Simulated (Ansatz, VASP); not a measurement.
## TiN in VASP and in Ansatz

POSCAR

```
TiN
1.0
    0.0000000000      2.0948702013      2.0948702013
    2.0948702013      0.0000000000      2.0948702013
    2.0948702013      2.0948702013      0.0000000000
Ti N
1 1
Direct
    0.0000000000      0.0000000000      0.0000000000
    0.5000000000      0.5000000000      0.5000000000
```

File INCAR.step1:

```
  ALGO = Normal
  EDIFF = 1E-5
  ENCUT = 1460
  GGA = PE
  GGA_COMPAT = F
  ISMEAR = 0
  LASPH = T
  LCHARG = F
  LREAL = F
  LWAVE = T
  NBANDS = 16
  NELM = 120
  PREC = Accurate
  SIGMA = 0.1
```

Contents of INCAR.step2:

```
  ALGO = Normal
  EDIFF = 1E-6
  ENCUT = 1460
  GGA_COMPAT = F
  ISIF = 2
  ISMEAR = 0
  ISTART = 1
  LASPH = T
  LCHARG = F
  LMIXTAU = T
  LREAL = F
  LWAVE = F
  METAGGA = R2SCAN
  NBANDS = 16
  NELM = 120
  PREC = Accurate
  SIGMA = 0.1
```

Contents of KPOINTS:

```
k-points
0
Gamma
  18 18 18
```

Input for Ansatz:

```yaml
crystal:
  lattice:
    - [0.0, 2.0948702013, 2.0948702013]
    - [2.0948702013, 0.0, 2.0948702013]
    - [2.0948702013, 2.0948702013, 0.0]
  atoms:
    - { symbol: Ti, position: [0.0, 0.0, 0.0] }
    - { symbol: "N", position: [0.5, 0.5, 0.5] }
basis:
  ecutwfc: 500
kpoints:
  mp_grid: { grid: [18, 18, 18] }
hamiltonian:
  xc: r2scan
scf:
  occupations: { method: gaussian, width: 0.1 }
output:
  forces: true
  stress: true
  eigenvalues: true
```

Alike in both runs: task single point; functional r2SCAN; k mesh 18 × 18 × 18; occupations gaussian, width 0.1 eV; no spin polarisation.

|  | VASP | Ansatz |
| --- | --- | --- |
| version | VASP 6.6.1 | Ansatz 0.2.0 |
| potentials or method | VASP PAW PBE potentials, release 64 (Ti_sv, N_h), cutoff 1460 eV | scalar-relativistic, plane waves, PAW |
| valence electrons in the cell | 17 | 17 |

Ansatz gave:

| Item | Value |
| --- | --- |
| gap on the k mesh at the Fermi level (eV) | none |
| pressure (GPa) | 9.6 |

Question: Estimate VASP's values.

Answer: gap on the k mesh at the Fermi level (eV): none; pressure (GPa): 11.2.

VASP's potentials were made for PBE, not for r2SCAN. A gap of «none» marks a metal or a gap that the smearing closes. With one functional, cell and mesh, what is left measures potentials, basis and numerics.
